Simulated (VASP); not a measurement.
# B (Fm-3m) in VASP: a series of runs

Runs on B. Level: PBE. Tasks: single point, relaxation of cell and atoms.

Everything below comes from runs of VASP 6.6.1. Logs are shortened: lines on timing, memory, paths and dates and some standing lists are left out, and cuts for length are marked.

### 1 The cell of the first run

Symmetry: Fm-3m, No. 225, cubic system. The conventional cell has a = 2.904 Å, b = 2.904 Å, c = 2.904 Å, α = 90.00°, β = 90.00°, γ = 90.00°. B (site symmetry m-3m) has 12 B at 2.05 Å within 2.7 Å.

### 2 Single point, PBE (volume scaled by 1.04)

Input file INCAR:

```
  ALGO = Normal
  EDIFF = 1E-7
  ENCUT = 520
  GGA = PE
  ISIF = 2
  ISMEAR = -1
  LASPH = True
  LCHARG = False
  LREAL = False
  LWAVE = False
  NBANDS = 8
  NELM = 80
  PREC = Accurate
  SIGMA = 0.1
```

Input file KPOINTS:

```
k-points
0
Gamma
  21 21 21
```

Input file POSCAR:

```
B
1.0
    0.0000000000      1.4519340665      1.4519340665
    1.4519340665      0.0000000000      1.4519340665
    1.4519340665      1.4519340665      0.0000000000
B
1
Direct
    0.0000000000      0.0000000000      0.0000000000
```

Potentials or basis: VASP PAW PBE potentials, release 64 (B).

Run with:

```sh
cat potpaw_PBE.64/B/POTCAR > POTCAR
mpirun -np 1 vasp_std > vasp.out
```

OUTCAR:

```text
EDIFF = 1E-7
   ENCUT = 520
   GGA = PE
   ISIF = 2
   ISMEAR = -1
   LASPH = True
   LREAL = False
   NELM = 80
   PREC = Accurate

 ion  position               nearest neighbor table
   1  0.000  0.000  0.000-

  LATTYP: Found a face centered cubic cell.
 ALAT       =     2.9038681330

  Lattice vectors:

 A1 = (   0.0000000000,   1.4519340665,   1.4519340665)
 A2 = (   1.4519340665,   0.0000000000,   1.4519340665)
 A3 = (   1.4519340665,   1.4519340665,   0.0000000000)

Analysis of symmetry for initial positions (statically):
=====================================================================
 Subroutine PRICEL returns:
 Original cell was already a primitive cell.

 Routine SETGRP: Setting up the symmetry group for a
 face centered cubic supercell.

 Subroutine GETGRP returns: Found 48 space group operations
 (whereof 48 operations were pure point group operations)
 out of a pool of 48 trial point group operations.

The static configuration has the point symmetry O_h .

Analysis of symmetry for dynamics (positions and initial velocities):
=====================================================================
 Subroutine PRICEL returns:
 Original cell was already a primitive cell.

 Routine SETGRP: Setting up the symmetry group for a
 face centered cubic supercell.

 Subroutine GETGRP returns: Found 48 space group operations
 (whereof 48 operations were pure point group operations)
 out of a pool of 48 trial point group operations.

The dynamic configuration has the point symmetry O_h .

 Subroutine INISYM returns: Found 48 space group operations
 (whereof 48 operations are pure point group operations),
 and found     1 'primitive' translations

----------------------------------------------------------------------------------------

                                     Primitive cell

  volume of cell :       6.1217

  direct lattice vectors                    reciprocal lattice vectors
     0.000000000  1.451934067  1.451934067    -0.344368254  0.344368254  0.344368254
     1.451934067  0.000000000  1.451934067     0.344368254 -0.344368254  0.344368254
     1.451934067  1.451934067  0.000000000     0.344368254  0.344368254 -0.344368254

  length of vectors
     2.053344849  2.053344849  2.053344849     0.596463313  0.596463313  0.596463313

  position of ions in fractional coordinates (direct lattice)
     0.000000000  0.000000000  0.000000000

  ion indices of the primitive-cell ions
   primitive index   ion index
                 1           1

----------------------------------------------------------------------------------------

 KPOINTS: k-points

Automatic generation of k-mesh.
 Grid dimensions read from file:
 generate k-points for:   21   21   21

 Generating k-lattice:

  Cartesian coordinates                     Fractional coordinates (reciprocal lattice)
    -0.016398488  0.016398488  0.016398488     0.047619048  0.000000000  0.000000000
     0.016398488 -0.016398488  0.016398488     0.000000000  0.047619048  0.000000000
     0.016398488  0.016398488 -0.016398488     0.000000000  0.000000000  0.047619048

  Length of vectors
     0.028403015  0.028403015  0.028403015

  Shift w.r.t. Gamma in fractional coordinates (k-lattice)
     0.000000000  0.000000000  0.000000000

 Subroutine IBZKPT returns following result:
 ===========================================

 Found    286 irreducible k-points:

 Following reciprocal coordinates:
            Coordinates               Weight
  0.000000  0.000000  0.000000      1.000000
  0.047619  0.000000  0.000000      8.000000
  0.095238  0.000000  0.000000      8.000000
  0.142857  0.000000  0.000000      8.000000
  0.190476  0.000000  0.000000      8.000000
  0.238095  0.000000  0.000000      8.000000
[... 16 lines left out ...]
 -0.428571  0.047619  0.000000     24.000000
 -0.380952  0.047619  0.000000     24.000000
 [... further k-points ...]
   k-points           NKPTS =    286   k-points in BZ     NKDIM =    286   number of bands    NBANDS=      8
   number of dos      NEDOS =    301   number of ions     NIONS =      1
   total plane-waves  NPLWV =   4096
   dimension x,y,z NGX =    16 NGY =   16 NGZ =   16
   dimension x,y,z NGXF=    32 NGYF=   32 NGZF=   32
   ions per type =               1
   NGX,Y,Z   is equivalent  to a cutoff of  12.95, 12.95, 12.95 a.u.
   NGXF,Y,Z  is equivalent  to a cutoff of  25.91, 25.91, 25.91 a.u.
 SYSTEM =  unknown system
   PREC   = accura    normal or accurate (medium, high low for compatibility)
   ISTART =      0    job   : 0-new  1-cont  2-samecut
   ICHARG =      2    charge: 1-file 2-atom 10-const
   ISPIN  =      1    spin polarized calculation?
   LNONCOLLINEAR =      F non collinear calculations
   LSORBIT =      F    spin-orbit coupling
   LASPH  =      T    aspherical Exc in radial PAW
   ENCUT  =  520.0 eV  38.22 Ry    6.18 a.u.   3.82  3.82  3.82*2*pi/ulx,y,z
   NELM   =     80;   NELMIN=  2; NELMDL= -5     # of ELM steps
   EDIFF  = 0.1E-06   stopping-criterion for ELM
   LREAL  =      F    real-space projection
   EDIFFG = 0.1E-05   stopping-criterion for IOM
   NSW    =      0    number of steps for IOM
   IBRION =     -1    ionic relax: 0-MD 1-quasi-New 2-CG
   NFREE  =      0    steps in history (QN), initial steepest desc. (CG)
   ISIF   =      2    stress and relaxation
   ISYM   =      2    0-nonsym 1-usesym 2-fastsym
   POTIM  = 0.5000    time-step for ionic-motion
   TEBEG  =    0.0;   TEEND  =   0.0 temperature during run
   PSTRESS=    0.0 pullay stress
   NELECT =       3.0000    total number of electrons
   NUPDOWN=      -1.0000    fix difference up-down
   EMIN   =  10.00;   EMAX   =-10.00  energy-range for DOS
   EFERMI =   0.00;   METHOD = LEGACY
   ISMEAR =    -1;   SIGMA  =   0.10  broadening in eV -4-tet -1-fermi 0-gaus
   EFERMI_NEDOS =   21; number of points for ismear=-14 and -15
   IALGO  =     38    algorithm
   IMIX   =      4    mixing-type and parameters
     AMIX     =   0.40;   BMIX     =  1.00
     AMIX_MAG =   1.60;   BMIX_MAG =  1.00
  volume/ion in A,a.u.               =       6.12        41.31
  Fermi-wavevector in a.u.,A,eV,Ry     =   1.290699  2.439068 22.666004  1.665904
  Thomas-Fermi vector in A             =   2.422515
   LORBIT       =      0    0 simple, 1 ext, 2 COOP (PROOUT), +10 PAW based schemes
   GGA     = PE    functional components
   LHFCALC =     F    Hartree Fock is set to
   AEXX    =    0.0000 exact exchange contribution
   IVDW    =     0    specifies the selected vdW correction
   LEPSILON=     F    determine dielectric tensor
   LRPA    =     F    only Hartree local field effects (RPA)
 non-spin polarized calculation
  energy-cutoff  :      520.00
  volume of cell :        6.12
 maximum number of plane-waves:       173
   NGX =  7   NGY =  7   NGZ =  7

 number of electron       3.0000000 magnetization

 Free energy of the ion-electron system (eV)
  ---------------------------------------------------
  ext. energy  EPLUGINS =         0.00000000
  ---------------------------------------------------
  free energy    TOTEN  =        -5.34583733 eV

  energy without entropy =       -5.33868413  energy(sigma->0) =       -5.34226073

 E-fermi :  10.1167     XC(G=0): -12.8588

 val. band max:       10.1040440706   @ k =  -0.4762   0.4286   0.0000
 cond. band min:      10.2000971545   @ k =  -0.4286   0.3810   0.0952
 fundamental gap:      0.0960530839
 Fermi energy:        10.1166575671

 k-point     1 :       0.0000    0.0000    0.0000
  band No.  band energies     occupation
      1      -8.6409      2.00000
      2      25.5258      0.00000
      3      25.5258      0.00000
      4      25.5258      0.00000
      5      41.8742      0.00000
      6      41.8742      0.00000
      7      41.8742      0.00000
      8      45.5837      0.00000

 k-point     2 :       0.0476    0.0000    0.0000
  band No.  band energies     occupation
      1      -8.5437      2.00000
      2      25.0559      0.00000
      3      25.4277      0.00000
      4      25.4277      0.00000
      5      40.7385      0.00000
      6      42.0948      0.00000
      7      42.0948      0.00000
      8      47.3736      0.00000

 k-point     3 :       0.0952    0.0000    0.0000
  band No.  band energies     occupation
      1      -8.2522      2.00000
      2      23.6957      0.00000
      3      25.1571      0.00000
      4      25.1571      0.00000
      5      39.4202      0.00000
      6      42.6733      0.00000
      7      42.6733      0.00000
      8      49.8129      0.00000

 k-point     4 :       0.1429    0.0000    0.0000
  band No.  band energies     occupation
      1      -7.7666      2.00000
      2      21.6265      0.00000
      3      24.7716      0.00000
      4      24.7716      0.00000
      5      38.7831      0.00000
      6      43.3056      0.00000
      7      43.3056      0.00000
      8      48.3770      0.00000

 k-point     5 :       0.1905    0.0000    0.0000
  band No.  band energies     occupation
      1      -7.0878      2.00000
      2      19.1218      0.00000
      3      24.3360      0.00000
      4      24.3360      0.00000
      5      38.7618      0.00000
      6      43.4032      0.00000
      7      43.4032      0.00000
      8      46.6987      0.00000
[... 177 lines left out ...]
 k-point    22 :      -0.4762    0.0476    0.0000
  band No.  band energies     occupation
      1       0.4927      2.00000
      2       4.5606      2.00000
      3      22.3079      0.00000
      4      22.5177      0.00000
      5      36.9338      0.00000
      6      39.1036      0.00000
      7      43.2330      0.00000
      8      43.4953      0.00000

 k-point    23 :      -0.4286    0.0476    0.0000
  band No.  band energies     occupation
      1      -0.4920      2.00000
      2       5.7941      2.00000
      3      22.1758      0.00000
      4      22.7642      0.00000
      5      37.2843      0.00000
      6      39.1076      0.00000
      7      42.8996      0.00000
      8      43.7135      0.00000

 k-point    24 :      -0.3810    0.0476    0.0000
  band No.  band energies     occupation
      1      -1.9543      2.00000
      2       7.8738      2.00000
      3      22.1460      0.00000
      4      23.0863      0.00000
      5      37.8990      0.00000
      6      39.4206      0.00000
      7      42.1978      0.00000
      8      44.1622      0.00000

 [... further k-points ...]

------------------------ aborting loop because EDIFF is reached ----------------------------------------

  FORCE on cell =-STRESS in cart. coord.  units (eV):
  Direction    XX          YY          ZZ          XY          YZ          ZX
  --------------------------------------------------------------------------------------
  -------------------------------------------------------------------------------------
  Total       -0.3758170     -0.3758170     -0.3758170      0.0000000     -0.0000000     -0.0000000
  in kB      -98.3595120    -98.3595120    -98.3595120      0.0000000     -0.0000000     -0.0000000
  external PRESSURE =     -98.3595120 kB  Pullay stress =       0.0000000 kB

 VOLUME and BASIS-vectors are now :
 -----------------------------------------------------------------------------
  energy-cutoff  :      520.00
  volume of cell :        6.12
      direct lattice vectors                 reciprocal lattice vectors
     0.000000000  1.451934067  1.451934067    -0.344368254  0.344368254  0.344368254
     1.451934067  0.000000000  1.451934067     0.344368254 -0.344368254  0.344368254
     1.451934067  1.451934067  0.000000000     0.344368254  0.344368254 -0.344368254

 POSITION                                       TOTAL-FORCE (eV/Angst)
 -----------------------------------------------------------------------------------
      0.00000      0.00000      0.00000        -0.000000     -0.000000     -0.000000
 -----------------------------------------------------------------------------------
    total drift:                               -0.000000     -0.000000     -0.000000

  FREE ENERGIE OF THE ION-ELECTRON SYSTEM (eV)
  ---------------------------------------------------
  free  energy   TOTEN  =        -5.3458373336 eV

  energy  without entropy=       -5.3386841297  energy(sigma->0) =       -5.34226073
```

Run time: 4.2 s. Hardware: 1 thread of Intel Xeon Platinum 8488C (Sapphire Rapids), shared host; peak memory 0.11 GiB.

Results:

* Free energy: -5.3458 eV
* Pressure: -9.8 GPa

### 3 Single point, PBE (volume scaled by 1.08)

Input file INCAR:

```
  ALGO = Normal
  EDIFF = 1E-7
  ENCUT = 520
  GGA = PE
  ISIF = 2
  ISMEAR = -1
  LASPH = T
  LCHARG = F
  LREAL = F
  LWAVE = F
  NBANDS = 8
  NELM = 80
  PREC = Accurate
  SIGMA = 0.1
```

KPOINTS is that of step 2.

Input file POSCAR:

```
B
1.0
    0.0000000000      1.4703149300      1.4703149300
    1.4703149300      0.0000000000      1.4703149300
    1.4703149300      1.4703149300      0.0000000000
B
1
Direct
    0.0000000000      0.0000000000      0.0000000000
```

Potentials or basis: VASP PAW PBE potentials, release 64 (B).

Run with:

```sh
cat potpaw_PBE.64/B/POTCAR > POTCAR
mpirun -np 1 vasp_std > vasp.out
```

OUTCAR:

```text
EDIFF = 1E-7
   ENCUT = 520
   GGA = PE
   ISIF = 2
   ISMEAR = -1
   LASPH = T
   LREAL = F
   NELM = 80
   PREC = Accurate

 ion  position               nearest neighbor table
   1  0.000  0.000  0.000-

  LATTYP: Found a face centered cubic cell.
 ALAT       =     2.9406298600

  Lattice vectors:

 A1 = (   0.0000000000,   1.4703149300,   1.4703149300)
 A2 = (   1.4703149300,   0.0000000000,   1.4703149300)
 A3 = (   1.4703149300,   1.4703149300,   0.0000000000)

Analysis of symmetry for initial positions (statically):
=====================================================================
 Subroutine PRICEL returns:
 Original cell was already a primitive cell.

 Routine SETGRP: Setting up the symmetry group for a
 face centered cubic supercell.

 Subroutine GETGRP returns: Found 48 space group operations
 (whereof 48 operations were pure point group operations)
 out of a pool of 48 trial point group operations.

The static configuration has the point symmetry O_h .

Analysis of symmetry for dynamics (positions and initial velocities):
=====================================================================
 Subroutine PRICEL returns:
[... 153 lines left out ...]

 E-fermi :   9.6584     XC(G=0): -12.7026

 val. band max:        9.6489452660   @ k =  -0.4762   0.3333   0.0000
 cond. band min:       9.7174131721   @ k =  -0.4286   0.4762   0.0952
 fundamental gap:      0.0684679060
 Fermi energy:         9.6583747353

 k-point     1 :       0.0000    0.0000    0.0000
  band No.  band energies     occupation
      1      -8.6528      2.00000
      2      24.5508      0.00000
      3      24.5508      0.00000
      4      24.5508      0.00000
      5      40.7605      0.00000
      6      40.7605      0.00000
      7      40.7605      0.00000
      8      44.4319      0.00000
[... 243 lines left out ...]
 k-point    24 :      -0.3810    0.0476    0.0000
  band No.  band energies     occupation
      1      -2.0854      2.00000
      2       7.4308      2.00000
      3      21.2951      0.00000
      4      22.2008      0.00000
      5      36.8930      0.00000
      6      38.3811      0.00000
      7      40.8297      0.00000
      8      42.9841      0.00000

 [... further k-points ...]
[... 5 lines left out ...]
  --------------------------------------------------------------------------------------
  -------------------------------------------------------------------------------------
  Total       -0.7153680     -0.7153680     -0.7153680     -0.0000000     -0.0000000     -0.0000000
  in kB     -180.2930604   -180.2930604   -180.2930604     -0.0000000     -0.0000000     -0.0000000
  external PRESSURE =    -180.2930604 kB  Pullay stress =       0.0000000 kB

 VOLUME and BASIS-vectors are now :
 -----------------------------------------------------------------------------
  energy-cutoff  :      520.00
  volume of cell :        6.36
      direct lattice vectors                 reciprocal lattice vectors
     0.000000000  1.470314930  1.470314930    -0.340063200  0.340063200  0.340063200
     1.470314930  0.000000000  1.470314930     0.340063200 -0.340063200  0.340063200
     1.470314930  1.470314930  0.000000000     0.340063200  0.340063200 -0.340063200

 POSITION                                       TOTAL-FORCE (eV/Angst)
 -----------------------------------------------------------------------------------
      0.00000      0.00000      0.00000         0.000000      0.000000      0.000000
 -----------------------------------------------------------------------------------
    total drift:                               -0.000000     -0.000000     -0.000000

  FREE ENERGIE OF THE ION-ELECTRON SYSTEM (eV)
  ---------------------------------------------------
  free  energy   TOTEN  =        -5.3254252161 eV

  energy  without entropy=       -5.3182736735  energy(sigma->0) =       -5.32184944
```

OSZICAR:

```text
N       E                     dE             d eps       ncg     rms          rms(c)
DAV:   1    -0.357542923037E+01   -0.35754E+01   -0.15943E+03  5112   0.302E+02
DAV:   2    -0.532936120557E+01   -0.17539E+01   -0.17036E+01  6256   0.328E+01
DAV:   3    -0.533137099690E+01   -0.20098E-02   -0.20097E-02  5040   0.116E+00
DAV:   4    -0.533137106078E+01   -0.63880E-07   -0.64843E-07  6624   0.641E-03
DAV:   5    -0.533137106167E+01   -0.88804E-09   -0.19755E-11  5112   0.196E-05    0.156E+00
DAV:   6    -0.532755784938E+01    0.38132E-02   -0.16145E-04  4976   0.110E-01    0.935E-01
DAV:   7    -0.532542528234E+01    0.21326E-02   -0.43689E-04  4592   0.202E-01    0.467E-02
DAV:   8    -0.532542448138E+01    0.80096E-06   -0.24287E-07  6520   0.429E-03    0.139E-02
DAV:   9    -0.532542519421E+01   -0.71283E-06   -0.62739E-08  4816   0.220E-03    0.377E-04
DAV:  10    -0.532542521614E+01   -0.21926E-07   -0.28512E-10  2448   0.148E-04
   1 F= -.53254252E+01 E0= -.53218494E+01  d E =-.715154E-02
```

stdout:

```text
POSCAR found type information on POSCAR B
 POSCAR found :  1 types and       1 ions
 scaLAPACK will be used
 LDA part: xc-table for (Slater+PW92), standard interpolation
 POSCAR, INCAR and KPOINTS ok, starting setup
 FFT: planning ... GRIDC
 FFT: planning ... GRID_SOFT
 FFT: planning ... GRID
 WAVECAR not read
 entering main loop
```

Run time: 4.1 s. Hardware: 1 thread of Intel Xeon Platinum 8488C (Sapphire Rapids), shared host; peak memory 0.12 GiB.

Results:

- Free energy: -5.3254 eV
- Pressure: -18.0 GPa

Levels at points of the mesh, in eV from the Fermi level:
```csv
k point,band 1,band 2,band 3,band 4
"(0.00, 0.00, 0.00)",-18.31,14.89,14.89,14.89
```

### 4 Single point, PBE (volume scaled by 1.12)

Input file INCAR:

```
PREC = Accurate
ENCUT = 520
EDIFF = 1E-7
ISMEAR = -1
SIGMA = 0.1
LREAL = F
LASPH = T
NELM = 80
ALGO = Normal
ISIF = 2
LWAVE = F
LCHARG = F
GGA = PE
NBANDS = 8
```

Input file KPOINTS:

```
Automatic mesh
0
Gamma
  21 21 21
```

Input file POSCAR:

```
B
1.0
    0.0000000000      1.4882473673      1.4882473673
    1.4882473673      0.0000000000      1.4882473673
    1.4882473673      1.4882473673      0.0000000000
B
1
Direct
    0.0000000000      0.0000000000      0.0000000000
```

Run with:

```sh
cat potpaw_PBE.64/B/POTCAR > POTCAR
mpirun -np 1 vasp_std > vasp.out
```

It took 4.4 s on 1 thread of Intel Xeon Platinum 8488C (Sapphire Rapids), shared host; peak memory 0.11 GiB.

Results (log left out):

| Quantity | Value |
| --- | --- |
| Free energy | -5.2940 eV |
| Pressure | -24.8 GPa |

Levels at points of the mesh, in eV from the Fermi level:
```
           k point  band 1  band 2  band 3  band 4
(0.00, 0.00, 0.00)  -17.89   14.41   14.41   14.41
```

(Continued in part 2 of 2.)
